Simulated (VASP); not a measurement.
Crystal: CoSi.

```
Co Si
1.0
     2.74374    0.00000    0.00000
     0.00000    2.74374    0.00000
     0.00000    0.00000    2.74374
Co Si
1 1
Direct
  0.00000 0.00000 0.00000
  0.50000 0.50000 0.50000
```

This cell differs from its parent crystal: volume scaled by 0.96.

Base run:

* Program: VASP 6.6.1
* Functional: PBEsol
* Potentials or basis: VASP PAW PBE potentials, release 64 (Co, Si)
* Cutoff: 520 eV
* k mesh: 10 × 10 × 10
* Occupations: fermi-dirac, width 0.05 eV
* Spin: collinear spin, ferromagnetic start
* Starting moments: [2.0, 0.0] μB

Its results: pressure 2.7 GPa; net moment 0.48 μB per cell; site moments Co +0.48; Si +0.01 μB.

Problem. The run is repeated on the same cell with these changes: functional from PBEsol to PBE; further incar settings from ALGO = Normal; EDIFF = 1e-06; NBANDS = 18 to ALGO = Normal; EDIFF = 1e-07; NBANDS = 18. What comes out?

Solution. Pressure 10.1 GPa; net moment 0.52 μB per cell; site moments Co +0.51; Si +0.01 μB.

Caveats: the PAW data sets were made with another functional, which shifts forces and pressure a little (some runs).
